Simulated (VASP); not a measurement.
Write the native input for VASP 6.6.1 that does the following.

* Task: single point
* Functional: PBE
* Potentials or basis: VASP PAW PBE potentials, release 64 (Bi_d, Te)
* Cutoff: 520 eV
* k mesh: 8 × 8 × 6
* Occupations: gaussian, width 0.15 eV
* Spin: no spin polarisation
* Dipole correction: no
* Further INCAR settings: ALGO = Normal; EDIFF = 1e-06; NBANDS = 29

The structure of BiTe lies in POSCAR:

```
BiTe
1.0
   -2.4222948339     -1.3985125744     -3.3133448232
   -2.4222948339      4.1955377232      0.0000000000
    4.8445896678      2.7970251488     -3.3133448232
Bi Te
2 2
Direct
    0.6405422684      0.6240258876      1.0948306511
    0.8594577316     -0.1240258876      0.4051693489
    0.4767723992      0.5823481683      0.4990882572
    1.0232276008     -0.0823481683      1.0009117428
```

One way to write it, as run:

INCAR

```
SYSTEM = BiTe
  PREC = Accurate
  ENCUT = 520
  EDIFF = 1E-6
  ISMEAR = 0
  SIGMA = 0.15
  LREAL = .False.
  LASPH = .True.
  NELM = 100
  ALGO = Normal
  ISIF = 2
  LWAVE = .False.
  LCHARG = .False.
  GGA = PE
  NBANDS = 29
```

KPOINTS

```
regular mesh
0
Gamma
  8 8 6
  0 0 0
```

Potentials or basis: VASP PAW PBE potentials, release 64 (Bi_d, Te).

Run with:

```sh
$ cat potpaw_PBE.64/Bi_d/POTCAR potpaw_PBE.64/Te/POTCAR > POTCAR
$ mpirun -np 1 vasp_std > vasp.out
```

It gave:

```yaml
Pressure: 36.6 GPa
Largest_force: 15.619 eV/Å
Band_gap_on_the_k_mesh: zero (bands 21 and 22 overlap by 1.14 eV)
```

Caveat: the cell stands under pressure; spin-orbit coupling is left out, which moves the levels of the heavy elements; forces of over 1 eV/Å act on the atoms, so gaps and moduli don't describe the material at rest.

Wall time 18 min on 1 thread of Intel(R) Xeon(R) Platinum 8259CL CPU @ 2.50GHz (Skylake/Cascade Lake), with other jobs on the host, peak memory 0.7 GiB.
